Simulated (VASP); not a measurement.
# Co (Fd-3m) in VASP: relaxation of cell and atoms with PBE

Aim: the relaxation of cell and atoms of Co with PBE.

Everything below comes from runs of VASP 6.6.1. Logs are shortened: lines on timing, memory, paths and dates and some standing lists are left out, and cuts for length are marked.

**1. The cell of the first run**

It takes space group Fd-3m (No. 227, cubic). Conventional cell: a = 4.359 Å, b = 4.359 Å, c = 4.359 Å, α = 90.00°, β = 90.00°, γ = 90.00°. Within 2.5 Å of Co (site symmetry -43m) lie 4 Co at 1.89 Å.

This isn't the form of Co at room conditions, which is hcp.

**2. Relaxation of cell and atoms, PBE, collinear spin, ferromagnetic start, target pressure 67 GPa, at which the enthalpy is minimised**

INCAR reads:

```
SYSTEM = Co
PREC = Accurate
ENCUT = 600
EDIFF = 1E-7
ISMEAR = -1
SIGMA = 0.05
LREAL = .FALSE.
LASPH = .TRUE.
NELM = 150
ALGO = Normal
ISIF = 3
LWAVE = .FALSE.
LCHARG = .FALSE.
ISPIN = 2
MAGMOM = 1.7 1.7
LORBIT = 11
LMAXMIX = 4
GGA = PE
IBRION = 2
NSW = 60
EDIFFG = -0.005
PSTRESS = 670.0
```

KPOINTS reads:

```
Automatic mesh
0
G
  15 15 15
  0 0 0
```

POSCAR reads:

```
Co
1.0
    0.0000000000      2.1792935905      2.1792935905
    2.1792935905      0.0000000000      2.1792935905
    2.1792935905      2.1792935905      0.0000000000
Co
2
Direct
   -0.1250000000     -0.1250000000     -0.1250000000
    0.1250000000      0.1250000000      0.1250000000
```

Potentials or basis: VASP PAW PBE potentials, release 64 (Co).

Started as:

```sh
cat potpaw_PBE.64/Co/POTCAR > POTCAR
mpirun -np 1 vasp_std > vasp.out
```

OUTCAR:

```text
SYSTEM = Co
   PREC = Accurate
   ENCUT = 600
   EDIFF = 1E-7
   ISMEAR = -1
   LREAL = .FALSE.
   LASPH = .TRUE.
   NELM = 150
   ISIF = 3
   ISPIN = 2
   LORBIT = 11
   GGA = PE
   IBRION = 2
   NSW = 60
   EDIFFG = -0.005
   PSTRESS = 670.0

 ion  position               nearest neighbor table
   1  0.875  0.875  0.875-   2 1.89   2 1.89   2 1.89   2 1.89
   2  0.125  0.125  0.125-   1 1.89   1 1.89   1 1.89   1 1.89

  LATTYP: Found a face centered cubic cell.
 ALAT       =     4.3585871810

  Lattice vectors:

 A1 = (   0.0000000000,   2.1792935905,   2.1792935905)
 A2 = (   2.1792935905,   0.0000000000,   2.1792935905)
 A3 = (   2.1792935905,   2.1792935905,   0.0000000000)

Analysis of symmetry for initial positions (statically):
=====================================================================
 Subroutine PRICEL returns:
 Original cell was already a primitive cell.

 Routine SETGRP: Setting up the symmetry group for a
 face centered cubic supercell.

 Subroutine GETGRP returns: Found 48 space group operations
 (whereof 12 operations were pure point group operations)
 out of a pool of 48 trial point group operations.

The static configuration has the point symmetry D_3d.
 The point group associated with its full space group is O_h .

Analysis of symmetry for dynamics (positions and initial velocities):
=====================================================================
 Subroutine PRICEL returns:
 Original cell was already a primitive cell.

 Routine SETGRP: Setting up the symmetry group for a
 face centered cubic supercell.

 Subroutine GETGRP returns: Found 48 space group operations
 (whereof 12 operations were pure point group operations)
 out of a pool of 48 trial point group operations.

The dynamic configuration has the point symmetry D_3d.
 The point group associated with its full space group is O_h .

Analysis of structural, dynamic, and magnetic symmetry:
=====================================================================
 Subroutine PRICEL returns:
 Original cell was already a primitive cell.

 Routine SETGRP: Setting up the symmetry group for a
 face centered cubic supercell.

 Subroutine GETGRP returns: Found 48 space group operations
 (whereof 12 operations were pure point group operations)
 out of a pool of 48 trial point group operations.

The overall configuration has the point symmetry D_3d.
 The point group associated with its full space group is O_h .

 Subroutine INISYM returns: Found 48 space group operations
 (whereof 12 operations are pure point group operations),
 and found     1 'primitive' translations

----------------------------------------------------------------------------------------

                                     Primitive cell

  volume of cell :      20.7003

  direct lattice vectors                    reciprocal lattice vectors
     0.000000000  2.179293590  2.179293590    -0.229432144  0.229432144  0.229432144
     2.179293590  0.000000000  2.179293590     0.229432144 -0.229432144  0.229432144
     2.179293590  2.179293590  0.000000000     0.229432144  0.229432144 -0.229432144

  length of vectors
     3.081986552  3.081986552  3.081986552     0.397388130  0.397388130  0.397388130

  position of ions in fractional coordinates (direct lattice)
     0.875000000  0.875000000  0.875000000
     0.125000000  0.125000000  0.125000000

  ion indices of the primitive-cell ions
   primitive index   ion index
                 1           1
                 2           2

----------------------------------------------------------------------------------------

 KPOINTS: Automatic mesh

Automatic generation of k-mesh.
 Grid dimensions read from file:
 generate k-points for:   15   15   15

 Generating k-lattice:

  Cartesian coordinates                     Fractional coordinates (reciprocal lattice)
    -0.015295476  0.015295476  0.015295476     0.066666667  0.000000000  0.000000000
     0.015295476 -0.015295476  0.015295476     0.000000000  0.066666667  0.000000000
     0.015295476  0.015295476 -0.015295476     0.000000000  0.000000000  0.066666667

  Length of vectors
     0.026492542  0.026492542  0.026492542

  Shift w.r.t. Gamma in fractional coordinates (k-lattice)
     0.000000000  0.000000000  0.000000000

 Subroutine IBZKPT returns following result:
 ===========================================

 Found    120 irreducible k-points:

 Following reciprocal coordinates:
            Coordinates               Weight
  0.000000  0.000000  0.000000      1.000000
  0.066667  0.000000  0.000000      8.000000
  0.133333  0.000000  0.000000      8.000000
  0.200000  0.000000  0.000000      8.000000
  0.266667  0.000000  0.000000      8.000000
  0.333333  0.000000  0.000000      8.000000
[... 16 lines left out ...]
  0.133333  0.133333  0.000000      6.000000
  0.200000  0.133333  0.000000     24.000000
 [... further k-points ...]
   k-points           NKPTS =    120   k-points in BZ     NKDIM =    120   number of bands    NBANDS=     15
   number of dos      NEDOS =    301   number of ions     NIONS =      2
   total plane-waves  NPLWV =  21952
   dimension x,y,z NGX =    28 NGY =   28 NGZ =   28
   dimension x,y,z NGXF=    56 NGYF=   56 NGZF=   56
   ions per type =               2
   NGX,Y,Z   is equivalent  to a cutoff of  15.10, 15.10, 15.10 a.u.
   NGXF,Y,Z  is equivalent  to a cutoff of  30.21, 30.21, 30.21 a.u.
 SYSTEM =  Co
   PREC   = accura    normal or accurate (medium, high low for compatibility)
   ISTART =      0    job   : 0-new  1-cont  2-samecut
   ICHARG =      2    charge: 1-file 2-atom 10-const
   ISPIN  =      2    spin polarized calculation?
   LNONCOLLINEAR =      F non collinear calculations
   LSORBIT =      F    spin-orbit coupling
   LASPH  =      T    aspherical Exc in radial PAW
   ENCUT  =  600.0 eV  44.10 Ry    6.64 a.u.   6.16  6.16  6.16*2*pi/ulx,y,z
   NELM   =    150;   NELMIN=  2; NELMDL= -5     # of ELM steps
   EDIFF  = 0.1E-06   stopping-criterion for ELM
   LREAL  =      F    real-space projection
   EDIFFG = -.5E-02   stopping-criterion for IOM
   NSW    =     60    number of steps for IOM
   IBRION =      2    ionic relax: 0-MD 1-quasi-New 2-CG
   NFREE  =      1    steps in history (QN), initial steepest desc. (CG)
   ISIF   =      3    stress and relaxation
   ISYM   =      2    0-nonsym 1-usesym 2-fastsym
   POTIM  = 0.5000    time-step for ionic-motion
   TEBEG  =    0.0;   TEEND  =   0.0 temperature during run
   PSTRESS=  670.0 pullay stress
   NELECT =      18.0000    total number of electrons
   NUPDOWN=      -1.0000    fix difference up-down
   EMIN   =  10.00;   EMAX   =-10.00  energy-range for DOS
   EFERMI =   0.00;   METHOD = LEGACY
   ISMEAR =    -1;   SIGMA  =   0.05  broadening in eV -4-tet -1-fermi 0-gaus
   EFERMI_NEDOS =   21; number of points for ismear=-14 and -15
   IALGO  =     38    algorithm
   IMIX   =      4    mixing-type and parameters
     AMIX     =   0.40;   BMIX     =  1.00
     AMIX_MAG =   1.60;   BMIX_MAG =  1.00
  volume/ion in A,a.u.               =      10.35        69.85
  Fermi-wavevector in a.u.,A,eV,Ry     =   1.562572  2.952832 33.220393  2.441630
  Thomas-Fermi vector in A             =   2.665470
   LORBIT       =     11    0 simple, 1 ext, 2 COOP (PROOUT), +10 PAW based schemes
   GGA     = PE    functional components
   LHFCALC =     F    Hartree Fock is set to
   AEXX    =    0.0000 exact exchange contribution
   IVDW    =     0    specifies the selected vdW correction
   LEPSILON=     F    determine dielectric tensor
   LRPA    =     F    only Hartree local field effects (RPA)
 conjugate gradient relaxation of ions
 spin polarized calculation
  energy-cutoff  :      600.00
  volume of cell :       20.70
 maximum number of plane-waves:       701
 NGX is ok and might be reduce to    28
   NGX = 13   NGY = 13   NGZ = 13

--------------------------------------- Ionic step        1  -------------------------------------------

 number of electron      18.0000004 magnetization      -0.0025566

 number of electron      18.0000004 magnetization       0.0001042

 Free energy of the ion-electron system (eV)
  ---------------------------------------------------
  ext. energy  EPLUGINS =         0.00000000
  ---------------------------------------------------
  free energy    TOTEN  =        -9.39786686 eV

  energy without entropy =       -9.37668242  energy(sigma->0) =       -9.38727464

------------------------ aborting loop because EDIFF is reached ----------------------------------------

  FORCE on cell =-STRESS in cart. coord.  units (eV):
  Direction    XX          YY          ZZ          XY          YZ          ZX
  --------------------------------------------------------------------------------------
  -------------------------------------------------------------------------------------
  Total       12.9238219     12.9238219     12.9238219     -0.0000000      0.0000000      0.0000000
  in kB     1000.2863112   1000.2863112   1000.2863112     -0.0000000      0.0000000      0.0000000
  external PRESSURE =     330.2863112 kB  Pullay stress =     670.0000000 kB
[... 25 lines left out ...]
--------------------------------------- Ionic step        2  -------------------------------------------

 number of electron      18.0000008 magnetization      -0.0000428

 E-fermi :   7.1514     XC(G=0): -11.7155

 val. band max:        7.1505769071   @ k =  -0.3333   0.2000   0.0000
 cond. band min:       7.1678626776   @ k =   0.4000   0.4000   0.0000
 fundamental gap:      0.0172857705
 Fermi energy:         7.1514029731

 spin component 1

 k-point     1 :       0.0000    0.0000    0.0000
  band No.  band energies     occupation
      1      -0.1103      1.00000
      2       3.8248      1.00000
      3       3.8248      1.00000
      4       4.0359      1.00000
      5       4.0359      1.00000
      6       4.0359      1.00000
      7       5.9947      1.00000
      8       5.9947      1.00000
      9       5.9947      1.00000
     10       7.4619      0.00201
     11       7.4619      0.00201
     12      21.1223      0.00000
[... 926 lines left out ...]
  energy  without entropy=      -10.2753286756  energy(sigma->0) =      -10.28732707

  enthalpy is  TOTEN    =        -0.8987884976 eV   P V=        9.4005369703

[... ionic steps 4 to 15 ...]

--------------------------------------- Ionic step       16  -------------------------------------------

 number of electron      17.9999998 magnetization       0.0000000

 number of electron      17.9999998 magnetization      -0.0000000
[... 77 lines left out ...]
 number of electron      17.9999998 magnetization      -0.0000000

 number of electron      17.9999998 magnetization       0.0000000

 Free energy of the ion-electron system (eV)
  ---------------------------------------------------
  ext. energy  EPLUGINS =         0.00000000
  ---------------------------------------------------
  free energy    TOTEN  =       -10.23755338 eV

  energy without entropy =      -10.21379921  energy(sigma->0) =      -10.22567629

 E-fermi :  10.2171     XC(G=0): -12.9313

 val. band max:       10.2148689120   @ k =   0.4667   0.1333   0.0667
 cond. band min:      10.2185565719   @ k =  -0.1333   0.2000   0.0667
 fundamental gap:      0.0036876599
 Fermi energy:        10.2171302466

 spin component 1

 k-point     1 :       0.0000    0.0000    0.0000
  band No.  band energies     occupation
      1       1.6072      1.00000
      2       5.7123      1.00000
      3       5.7123      1.00000
      4       6.1782      1.00000
      5       6.1782      1.00000
      6       6.1782      1.00000
      7       8.6671      1.00000
      8       8.6671      1.00000
      9       8.6671      1.00000
     10      10.6959      0.00007
     11      10.6959      0.00007
     12      26.3528      0.00000
[... 886 lines left out ...]
  energy  without entropy=      -10.2137992099  energy(sigma->0) =      -10.22567629

  enthalpy is  TOTEN    =        -0.9000104685 eV   P V=        9.3375429111

 reached required accuracy - stopping structural energy minimisation

 total charge

# of ion       s       p       d       tot
------------------------------------------
    1        0.667   0.617   7.611   8.896
    2        0.667   0.617   7.611   8.896
--------------------------------------------------
tot          1.334   1.234  15.223  17.792

 magnetization (x)

# of ion       s       p       d       tot
------------------------------------------
    1        0.000  -0.000   0.000   0.000
    2        0.000  -0.000   0.000   0.000
--------------------------------------------------
tot          0.000  -0.000   0.000   0.000
```

Run time: 9.2 min. Hardware: 1 thread of Intel Xeon Platinum 8488C (Sapphire Rapids), shared host; peak memory 0.23 GiB.

Results:

```yaml
Free_energy: -10.2376 eV
Relaxed_volume: 11.16 Å³/atom
Relaxed_cell: a = 3.161 Å, b = 3.161 Å, c = 3.161 Å, α = 60.00°, β = 60.00°, γ = 60.00°
Space_group_after_relaxing_to_0.1_Å: Fd-3m (No. 227)
Energy_change_on_relaxing_the_run_minimises_the_enthalpy: -419.8 meV/atom
Ionic_steps: 18
Pressure_after_relaxing: 67.0 GPa
Band_gap_on_the_k_mesh: zero (filled and empty bands overlap)
Net_moment: 0.00 μB per cell
Valence_electrons_inside_the_program's_atomic_spheres: Co 8.90
```

Step by step:
| step | energy change (eV) | largest force (eV/Å) | pressure (GPa) | volume (Å³) |
| --- | --- | --- | --- | --- |
| 1 | 0.0000 | 0.0000 | 100.03 | 20.70 |
| 2 | -1.9635 | 0.0000 | 9.06 | 27.77 |
| 3 | -0.9015 | 0.0000 | 64.55 | 22.48 |
| 4 | -0.8457 | 0.0000 | 66.76 | 22.34 |
| 5 | -0.8316 | 0.0000 | 67.33 | 22.31 |
| 6 | -0.8319 | 0.0000 | 67.32 | 22.31 |
| 7 | -0.8327 | 0.0000 | 67.29 | 22.31 |
| 8 | -0.8327 | 0.0000 | 67.28 | 22.31 |
| 9 | -0.8328 | 0.0000 | 67.28 | 22.31 |
| 10 | -0.8328 | 0.0000 | 67.27 | 22.31 |
| 11 | -0.8329 | 0.0000 | 67.25 | 22.31 |
| 12 | -0.8330 | 0.0000 | 67.21 | 22.31 |
| 13 | -0.8333 | 0.0000 | 67.26 | 22.31 |
| 14 | -0.8338 | 0.0000 | 67.24 | 22.32 |
| 15 | -0.8350 | 0.0000 | 67.20 | 22.32 |
| 16 | -0.8372 | 0.0000 | 67.11 | 22.32 |
| 17 | -0.8417 | 0.0000 | 66.92 | 22.33 |
| 18 | -0.8397 | 0.0000 | 67.00 | 22.33 |

Final structure:
```
CELL_PARAMETERS angstrom
0.00000 2.23501 2.23501
2.23501 0.00000 2.23501
2.23501 2.23501 0.00000
ATOMIC_POSITIONS crystal
Co 0.87500 0.87500 0.87500
Co 0.12500 0.12500 0.12500
```

Levels at points of the mesh, in eV from the Fermi level:
Spin up:
```
           k point  band 7  band 8  band 9  band 10  band 11  band 12
(0.00, 0.00, 0.00)   -1.55   -1.55   -1.55     0.48     0.48    16.14
```
Spin down:
```csv
k point,band 6,band 7,band 8,band 9,band 10,band 11,band 12,band 13
"(0.00, 0.00, 0.00)",-4.04,-1.55,-1.55,-1.55,0.48,0.48,16.14,16.14
```

Caveat: the cell is relaxed towards a set pressure, so the run minimises the enthalpy, not the energy; the moments typed at the start vanished in this run.
